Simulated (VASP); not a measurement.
Input of a VASP 6.6.1 run:

Contents of INCAR:

```
ALGO = Normal ; EDIFF = 1E-6
ENCUT = 520 ; GGA = PE
GGA_COMPAT = F ; ISIF = 2
ISMEAR = 0 ; LASPH = T
LCHARG = F ; LORBIT = 11
LORBMOM = T ; LREAL = F
LSORBIT = T ; LWAVE = F
MAGMOM = 0 0 0 0 0 0 ; NBANDS = 32
NELM = 150 ; PREC = Accurate
SIGMA = 0.01
```

The input KPOINTS:

```
k-points
0
Gamma
  8 8 8
```

Contents of POSCAR:

```
TePb
1.0
    0.0000000000      3.2190000000      3.2190000000
    3.2190000000      0.0000000000      3.2190000000
    3.2190000000      3.2190000000      0.0000000000
Pb Te
1 1
Direct
    0.0000000000      0.0000000000      0.0000000000
    0.5000000000      0.5000000000      0.5000000000
```

Potentials or basis: VASP PAW PBE potentials, release 64 (Pb_d, Te).

Launch:

```sh
$ cat potpaw_PBE.64/Pb_d/POTCAR potpaw_PBE.64/Te/POTCAR > POTCAR
$ mpirun -np 1 vasp_ncl > vasp.out
```

Problem. Estimate the pressure.

Solution. 2.5 GPa.

Problem. What does it give for the net moment?

Solution. 0.00 μB per cell.

Moments on the atoms (μB; x, y, z):
```
Pb  0.00 0.00 0.00
Te  0.00 0.00 0.00
```
